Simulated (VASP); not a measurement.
# Ge (P6_3/mmc) in VASP: further runs, part 2 of 2

VASP 6.6.1. The steps go on from the part before.

### 5 Single point, PBE

File INCAR:

```
SYSTEM = Ge
PREC     = Accurate       ! precision mode
ENCUT    = 520            ! plane-wave cutoff, eV
EDIFF    = 1E-7           ! SCF threshold, eV
ISMEAR   = 0              ! smearing method
SIGMA    = 0.013000000000000001 ! smearing width, eV
LREAL    = .False.        ! projectors in reciprocal space
LASPH    = .True.         ! aspherical terms in the spheres
NELM     = 80             ! most SCF steps
ALGO     = Normal         ! electronic algorithm
ISIF     = 2              ! what is computed and relaxed
LWAVE    = .False.        ! write WAVECAR
LCHARG   = .False.        ! write CHGCAR
GGA      = PE             ! functional
NBANDS   = 36             ! bands
```

File KPOINTS:

```
regular mesh
0
Gamma
  8 8 4
  0 0 0
```

File POSCAR:

```
Ge
1.0
    3.9975858431      0.0000000000      0.0000000000
   -1.9987929216      3.4620108940      0.0000000000
    0.0000000000      0.0000000000      6.5993779500
Ge
4
Direct
    0.3333333333      0.6666666667      0.9370987500
    0.6666666667      0.3333333333      0.4370987500
    0.3333333333      0.6666666667      0.5629012500
    0.6666666667      0.3333333333      0.0629012500
```

Potentials or basis: VASP PAW PBE potentials, release 64 (Ge_d).

The run is started by

```sh
$ cat potpaw_PBE.64/Ge_d/POTCAR > POTCAR
$ mpirun -np 1 vasp_std > vasp.out
```

OUTCAR:

```text
SYSTEM = Ge
   PREC = Accurate
   ENCUT = 520
   EDIFF = 1E-7
   ISMEAR = 0
   LREAL = .False.
   LASPH = .True.
   NELM = 80
   ISIF = 2
   GGA = PE

 ion  position               nearest neighbor table
   1  0.333  0.667  0.937-   4 2.45   4 2.45   4 2.45   3 2.47
   2  0.667  0.333  0.437-   3 2.45   3 2.45   3 2.45   4 2.47
   3  0.333  0.667  0.563-   2 2.45   2 2.45   2 2.45   1 2.47
   4  0.667  0.333  0.063-   1 2.45   1 2.45   1 2.45   2 2.47

  LATTYP: Found a hexagonal cell.
 ALAT       =     3.9975858431
 C/A-ratio  =     1.6508408347

  Lattice vectors:

 A1 = (   3.9975858431,   0.0000000000,   0.0000000000)
 A2 = (  -1.9987929216,   3.4620108940,   0.0000000000)
 A3 = (   0.0000000000,   0.0000000000,   6.5993779500)

Analysis of symmetry for initial positions (statically):
=====================================================================
 Subroutine PRICEL returns:
 Original cell was already a primitive cell.

 Routine SETGRP: Setting up the symmetry group for a
 hexagonal supercell.

 Subroutine GETGRP returns: Found 24 space group operations
 (whereof 12 operations were pure point group operations)
 out of a pool of 24 trial point group operations.

The static configuration has the point symmetry D_3d.
 The point group associated with its full space group is D_6h.

Analysis of symmetry for dynamics (positions and initial velocities):
=====================================================================
 Subroutine PRICEL returns:
 Original cell was already a primitive cell.

 Routine SETGRP: Setting up the symmetry group for a
 hexagonal supercell.

 Subroutine GETGRP returns: Found 24 space group operations
 (whereof 12 operations were pure point group operations)
 out of a pool of 24 trial point group operations.

The dynamic configuration has the point symmetry D_3d.
 The point group associated with its full space group is D_6h.

 Subroutine INISYM returns: Found 24 space group operations
 (whereof 12 operations are pure point group operations),
 and found     1 'primitive' translations

----------------------------------------------------------------------------------------

                                     Primitive cell

  volume of cell :      91.3333

  direct lattice vectors                    reciprocal lattice vectors
     3.997585843  0.000000000  0.000000000     0.250150976  0.144424733  0.000000000
    -1.998792922  3.462010894  0.000000000     0.000000000  0.288849467  0.000000000
     0.000000000  0.000000000  6.599377950     0.000000000  0.000000000  0.151529433

  length of vectors
     3.997585843  3.997585843  6.599377950     0.288849467  0.288849467  0.151529433

  position of ions in fractional coordinates (direct lattice)
     0.333333333  0.666666667  0.937098750
     0.666666667  0.333333333  0.437098750
     0.333333333  0.666666667  0.562901250
     0.666666667  0.333333333  0.062901250

  ion indices of the primitive-cell ions
   primitive index   ion index
                 1           1
                 2           2
                 3           3
                 4           4

----------------------------------------------------------------------------------------

 KPOINTS: regular mesh

Automatic generation of k-mesh.
 Grid dimensions read from file:
 generate k-points for:    8    8    4

 Generating k-lattice:

  Cartesian coordinates                     Fractional coordinates (reciprocal lattice)
     0.031268872  0.018053092  0.000000000     0.125000000 -0.000000000  0.000000000
     0.000000000  0.036106183  0.000000000     0.000000000  0.125000000  0.000000000
     0.000000000  0.000000000  0.037882358     0.000000000  0.000000000  0.250000000

  Length of vectors
     0.036106183  0.036106183  0.037882358

  Shift w.r.t. Gamma in fractional coordinates (k-lattice)
     0.000000000  0.000000000  0.000000000

 Subroutine IBZKPT returns following result:
 ===========================================

 Found     30 irreducible k-points:

 Following reciprocal coordinates:
            Coordinates               Weight
  0.000000  0.000000  0.000000      1.000000
  0.125000  0.000000  0.000000      6.000000
  0.250000  0.000000  0.000000      6.000000
  0.375000  0.000000  0.000000      6.000000
  0.500000  0.000000  0.000000      3.000000
  0.125000  0.125000  0.000000      6.000000
[... 16 lines left out ...]
  0.250000  0.000000  0.500000      6.000000
  0.375000  0.000000  0.500000      6.000000
 [... further k-points ...]
   k-points           NKPTS =     30   k-points in BZ     NKDIM =     30   number of bands    NBANDS=     36
   number of dos      NEDOS =    301   number of ions     NIONS =      4
   total plane-waves  NPLWV =  45000
   dimension x,y,z NGX =    30 NGY =   30 NGZ =   50
   dimension x,y,z NGXF=    60 NGYF=   60 NGZF=  100
   ions per type =               4
   NGX,Y,Z   is equivalent  to a cutoff of  12.48, 12.48, 12.60 a.u.
   NGXF,Y,Z  is equivalent  to a cutoff of  24.95, 24.95, 25.19 a.u.
 SYSTEM =  Ge
   PREC   = accura    normal or accurate (medium, high low for compatibility)
   ISTART =      0    job   : 0-new  1-cont  2-samecut
   ICHARG =      2    charge: 1-file 2-atom 10-const
   ISPIN  =      1    spin polarized calculation?
   LNONCOLLINEAR =      F non collinear calculations
   LSORBIT =      F    spin-orbit coupling
   LASPH  =      T    aspherical Exc in radial PAW
   ENCUT  =  520.0 eV  38.22 Ry    6.18 a.u.   7.43  7.43 12.27*2*pi/ulx,y,z
   NELM   =     80;   NELMIN=  2; NELMDL= -5     # of ELM steps
   EDIFF  = 0.1E-06   stopping-criterion for ELM
   LREAL  =      F    real-space projection
   EDIFFG = 0.1E-05   stopping-criterion for IOM
   NSW    =      0    number of steps for IOM
   IBRION =     -1    ionic relax: 0-MD 1-quasi-New 2-CG
   NFREE  =      0    steps in history (QN), initial steepest desc. (CG)
   ISIF   =      2    stress and relaxation
   ISYM   =      2    0-nonsym 1-usesym 2-fastsym
   POTIM  = 0.5000    time-step for ionic-motion
   TEBEG  =    0.0;   TEEND  =   0.0 temperature during run
   PSTRESS=    0.0 pullay stress
   NELECT =      56.0000    total number of electrons
   NUPDOWN=      -1.0000    fix difference up-down
   EMIN   =  10.00;   EMAX   =-10.00  energy-range for DOS
   EFERMI =   0.00;   METHOD = LEGACY
   ISMEAR =     0;   SIGMA  =   0.01  broadening in eV -4-tet -1-fermi 0-gaus
   EFERMI_NEDOS =   21; number of points for ismear=-14 and -15
   IALGO  =     38    algorithm
   IMIX   =      4    mixing-type and parameters
     AMIX     =   0.40;   BMIX     =  1.00
     AMIX_MAG =   1.60;   BMIX_MAG =  1.00
  volume/ion in A,a.u.               =      22.83       154.09
  Fermi-wavevector in a.u.,A,eV,Ry     =   1.390789  2.628209 26.317650  1.934293
  Thomas-Fermi vector in A             =   2.514690
   LORBIT       =      0    0 simple, 1 ext, 2 COOP (PROOUT), +10 PAW based schemes
   GGA     = PE    functional components
   LHFCALC =     F    Hartree Fock is set to
   AEXX    =    0.0000 exact exchange contribution
   IVDW    =     0    specifies the selected vdW correction
   LEPSILON=     F    determine dielectric tensor
   LRPA    =     F    only Hartree local field effects (RPA)
 non-spin polarized calculation
 Gauss-broadening in eV      SIGMA  =   0.01
  energy-cutoff  :      520.00
  volume of cell :       91.33
 maximum number of plane-waves:      2491
 NGX is ok and might be reduce to    30
   NGX = 15   NGY = 15   NGZ = 25

 number of electron      56.0000053 magnetization

 Free energy of the ion-electron system (eV)
  ---------------------------------------------------
  ext. energy  EPLUGINS =         0.00000000
  ---------------------------------------------------
  free energy    TOTEN  =       -17.95953468 eV

  energy without entropy =      -17.95953468  energy(sigma->0) =      -17.95953468

 E-fermi :   5.0214     XC(G=0):  -9.8793

 val. band max:        4.9591083733   @ k =   0.0000   0.0000   0.0000
 cond. band min:       5.0804574856   @ k =   0.0000   0.0000   0.0000
 fundamental gap:      0.1213491123
 Fermi energy:         5.0214065767

 k-point     1 :       0.0000    0.0000    0.0000
  band No.  band energies     occupation
      1     -19.9305      2.00000
      2     -19.9305      2.00000
      3     -19.8925      2.00000
      4     -19.8925      2.00000
      5     -19.8925      2.00000
      6     -19.8796      2.00000
[... 925 lines left out ...]
     35      12.4274      0.00000
     36      12.4274      0.00000

 [... further k-points ...]

------------------------ aborting loop because EDIFF is reached ----------------------------------------

  FORCE on cell =-STRESS in cart. coord.  units (eV):
  Direction    XX          YY          ZZ          XY          YZ          ZX
  --------------------------------------------------------------------------------------
  -------------------------------------------------------------------------------------
  Total        1.7061942      1.7061942      1.5817404     -0.0000000     -0.0000000      0.0000000
  in kB       29.9302129     29.9302129     27.7470332     -0.0000000     -0.0000000      0.0000000
  external PRESSURE =      29.2024863 kB  Pullay stress =       0.0000000 kB

 VOLUME and BASIS-vectors are now :
 -----------------------------------------------------------------------------
  energy-cutoff  :      520.00
  volume of cell :       91.33
      direct lattice vectors                 reciprocal lattice vectors
     3.997585843  0.000000000  0.000000000     0.250150976  0.144424733  0.000000000
    -1.998792922  3.462010894  0.000000000     0.000000000  0.288849467  0.000000000
     0.000000000  0.000000000  6.599377950     0.000000000  0.000000000  0.151529433

 POSITION                                       TOTAL-FORCE (eV/Angst)
 -----------------------------------------------------------------------------------
     -0.00000      2.30801      6.18427         0.000000      0.000000     -0.019018
      1.99879      1.15400      2.88458         0.000000     -0.000000     -0.019018
     -0.00000      2.30801      3.71480        -0.000000     -0.000000      0.019018
      1.99879      1.15400      0.41511         0.000000     -0.000000      0.019018
 -----------------------------------------------------------------------------------
    total drift:                               -0.000000      0.000000     -0.000000

  FREE ENERGIE OF THE ION-ELECTRON SYSTEM (eV)
  ---------------------------------------------------
  free  energy   TOTEN  =       -17.9595346842 eV

  energy  without entropy=      -17.9595346842  energy(sigma->0) =      -17.95953468
```

Run time: 42 s. Hardware: 1 thread of Intel Xeon 6975P-C (Granite Rapids), shared host; peak memory 0.23 GiB.

What came out:

```yaml
Free_energy: -17.9595 eV
Pressure: 2.9 GPa
Largest_force: 0.019 eV/Å
Band_gap_on_the_k_mesh: 0.12 eV
```

Forces in eV/Å, atoms in the order of the input:
```
Ge   0.000  0.000 -0.019
Ge   0.000  0.000 -0.019
Ge   0.000  0.000  0.019
Ge   0.000  0.000  0.019
```

Levels at points of the mesh, in eV from the valence-band top:
```csv
k point,band 25,band 26,band 27,band 28,band 29,band 30,band 31,band 32
"(0.00, 0.00, 0.00)",-1.48,-0.15,-0.07,0.00,0.12,0.12,2.27,2.27
"(0.50, 0.00, 0.00)",-4.57,-3.06,-2.80,-1.44,0.55,1.66,3.58,3.72
"(0.00, 0.00, 0.50)",-0.85,-0.85,-0.85,-0.85,0.70,0.70,3.38,3.38
"(0.50, 0.00, 0.50)",-2.54,-2.54,-2.40,-2.40,0.54,0.54,2.13,2.13
```

A k mesh can miss the band edges.

### 6 The runs side by side

| smearing | gap on the mesh (eV) | pressure (GPa) | largest force (eV/Å) |
| --- | --- | --- | --- |
| gaussian 0.026 eV | 0.12 | 2.9 | 0.02 |
| gaussian 0.027 eV | 0.12 | 2.9 | 0.02 |
| gaussian 0.028 eV | 0.12 | 2.9 | 0.02 |
| gaussian 0.013 eV | 0.12 | 2.9 | 0.02 |

Alike in all rows: task single point; level PBE; potentials or basis VASP PAW PBE potentials, release 64 (Ge_d); no spin polarisation; cell as given; k mesh 8 × 8 × 4; cutoff (eV) 520.

Absolute energies hang on the potentials; compare differences alone.
